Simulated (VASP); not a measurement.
Set up this calculation in VASP 6.6.1, as the native input.

```
Task                   : single point
Functional             : LDA
Potentials or basis    : VASP PAW LDA potentials, release 64 (Zn, Se)
Cutoff                 : 500 eV
k mesh                 : 8 × 8 × 8
Occupations            : gaussian, width 0.02 eV
Spin                   : no spin polarisation
Dipole correction      : no
Further INCAR settings : ALGO = Normal; EDIFF = 1e-06; NBANDS = 16
```

The structure of ZnSe lies in POSCAR:

```
ZnSe
1.0
    0.0000000000      2.7555542060      2.7555542060
    2.7555542060      0.0000000000      2.7555542060
    2.7555542060      2.7555542060      0.0000000000
Zn Se
1 1
Direct
    0.0000000000      0.0000000000      0.0000000000
    0.2500000000      0.2500000000      0.2500000000
```

The input as run:

INCAR

```
  PREC = Accurate
  ENCUT = 500
  EDIFF = 1E-6
  ISMEAR = 0
  SIGMA = 0.02
  LREAL = False
  LASPH = True
  NELM = 120
  ALGO = Normal
  ISIF = 2
  LWAVE = False
  LCHARG = False
  NBANDS = 16
  GGA_COMPAT = False
```

KPOINTS

```
Automatic mesh
0
Gamma
  8 8 8
```

Potentials or basis: VASP PAW LDA potentials, release 64 (Zn, Se).

Run with:

```sh
$ cat potpaw_LDA.64/Zn/POTCAR potpaw_LDA.64/Se/POTCAR > POTCAR
$ mpirun -np 1 vasp_std > vasp.out
```

It gave:

```
Pressure               : 2.8 GPa
Band gap on the k mesh : 1.42 eV
```

Run time: 10 s on 1 thread of Intel(R) Xeon(R) Platinum 8488C (Sapphire Rapids), on a shared host, peak memory 0.14 GiB.
